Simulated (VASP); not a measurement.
Here is a VASP 6.6.1 calculation.

Contents of INCAR:

```
SYSTEM = Na2Pd
PREC = Accurate ; ENCUT = 520
EDIFF = 1E-7 ; ISMEAR = 0
SIGMA = 0.1 ; LREAL = .False.
LASPH = .True. ; NELM = 100
ALGO = Normal ; ISIF = 2
LWAVE = .False. ; LCHARG = .True.
GGA = PE ; LELF = .True.
LVHAR = .True. ; NBANDS = 19
```

File KPOINTS:

```
Automatic mesh
0
Gamma
  18 18 6
  0 0 0
```

POSCAR

```
Na2Pd
1.0
    3.1302330132      0.0000000000      0.0000000000
   -1.5651165066      2.7108613091      0.0000000000
    0.0000000000      0.0000000000      7.9633205057
Na Pd
2 1
Direct
    0.3333333333      0.6666666667      0.7132783934
    0.6666666667      0.3333333333      0.2867216066
    0.0000000000      0.0000000000      0.0000000000
```

Potentials or basis: VASP PAW PBE potentials, release 64 (Na_pv, Pd).

The run is started by

```bash
$ cat potpaw_PBE.64/Na_pv/POTCAR potpaw_PBE.64/Pd/POTCAR > POTCAR
$ mpirun -np 1 vasp_std > vasp.out
```

(1) Estimate the band gap on the k mesh.

(2) Estimate the pressure.

Answers

(1) zero (bands 12 and 13 overlap by 4.02 eV).

(2) 0.0 GPa.
